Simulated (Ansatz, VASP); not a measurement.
Two plane-wave programs on Se

```
CELL_PARAMETERS angstrom
3.44153 0.00000 0.00000
-1.72077 2.98046 0.00000
0.00000 0.00000 6.20821
ATOMIC_POSITIONS crystal
Se 0.00000 0.00000 0.82504
Se 0.00000 0.00000 0.17496
```

Alike in both runs: task relaxation of cell and atoms; functional PBE; k mesh 18 × 18 × 10; occupations gaussian, width 0.1 eV; no spin polarisation.

|  | VASP | Ansatz |
| --- | --- | --- |
| version | VASP 6.6.1 | Ansatz 0.2.0 |
| potentials or method | VASP PAW PBE potentials, release 64 (Se), cutoff 600 eV | scalar-relativistic, plane waves, PAW |
| valence electrons in the cell | 12 | 32 |

|  | VASP | Ansatz | Ansatz less VASP |
| --- | --- | --- | --- |
| gap on the k mesh at the Fermi level, each at its own relaxed structure (eV) | none | none | - |
| relaxed volume (Å³/atom) | 31.86 | 31.84 | -0.023 |
| relaxed cell length with the largest relative difference (Å) | 6.213 | 6.208 | -0.0045 |

A gap of «none» marks a metal or a gap that the smearing closes. VASP's potentials hold 12 valence electrons a cell and Ansatz's 32, so a difference there can come from the potentials and not from the codes.
